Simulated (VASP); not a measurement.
The system is Re.

```
CELL_PARAMETERS angstrom
3.90374 0.00000 0.00000
0.00000 5.90280 0.00000
0.00000 0.00000 3.17329
ATOMIC_POSITIONS crystal
Re 0.21569 0.75000 0.33333
Re 0.28431 0.25000 0.83333
Re 0.71569 0.75000 0.16667
Re 0.78431 0.25000 0.66667
```

The cell was built from a structure type or drawn by symmetry, and may not be a known phase.

* Program: VASP 6.6.1
* Task: relaxation of cell and atoms
* Functional: PBE
* Potentials or basis: VASP PAW PBE potentials, release 64 (Re)
* Cutoff: 600 eV
* k mesh: 4 × 4 × 6
* Occupations: gaussian, width 0.1 eV
* Spin: no spin polarisation

At the start: pressure 41.7 GPa; volume 18.28 Å³/atom.

Problem. Where does the relaxation end?

Solution. Over 27 steps the energy falls by 3726.1 meV/atom and the volume is 14.95 Å³/atom (-18.2 %); space group Pnma (No. 62, to 0.1 Å) before, P6_3/mmc (No. 194, to 0.1 Å).

Step by step:
```
step  energy change (eV)  largest force (eV/Å)  pressure (GPa)  volume (Å³)
   1              0.0000                9.3219           41.68        73.12
   2             -2.4117                0.0802          -40.42       108.57
   3             -2.5200                0.1243          -42.86       106.16
   4             -2.8419                0.1828          -46.01       103.47
   5             -6.4180                0.6033          -50.18        90.59
   6             -7.5238                1.6481          -28.89        82.44
   7             -7.6193                1.4104          -35.94        84.25
   8             -7.6160                1.4152          -33.65        83.61
   9             -8.1181                4.0248          131.90        49.73
  10            -12.5117                2.4911            3.22        62.41
  11            -12.5519                2.5390            8.28        61.41
  12            -12.5562                2.5753           11.88        60.76
  13            -13.0804                2.2132           11.59        60.45
  14            -13.1642                2.1728            9.19        60.61
  15            -13.8151                0.9235          -26.65        66.41
  16            -13.8577                1.1429          -20.91        65.22
  17            -14.5347                0.7743          -14.59        62.84
  18            -14.8181                0.3678           -3.94        60.53
  19            -14.8184                0.3678           -3.33        60.43
  20            -14.8683                0.3100            1.55        59.58
  21            -14.8732                0.2998            3.46        59.27
  22            -14.8892                0.2498           -0.46        59.88
  23            -14.8892                0.2505           -0.40        59.87
  24            -14.8940                0.2089           -0.33        59.85
  25            -14.9025                0.0806           -0.05        59.79
  26            -14.9033                0.0258            0.09        59.77
  27            -14.9043                0.0104           -0.15        59.81
```

Final structure:
```
CELL_PARAMETERS angstrom
4.79157 0.00000 0.00000
0.00000 4.48333 0.00000
0.00000 0.00000 2.78404
ATOMIC_POSITIONS crystal
Re 0.16939 0.75000 0.50042
Re 0.33061 0.25000 0.00042
Re 0.66939 0.75000 0.99958
Re 0.83061 0.25000 0.49958
```

Caveat: the k points lie up to 0.38 Å⁻¹ apart in the final cell, too coarse for converged energies and pressures of a metal; the volume moved by over 15 % at a fixed basis, so the end points are rough.
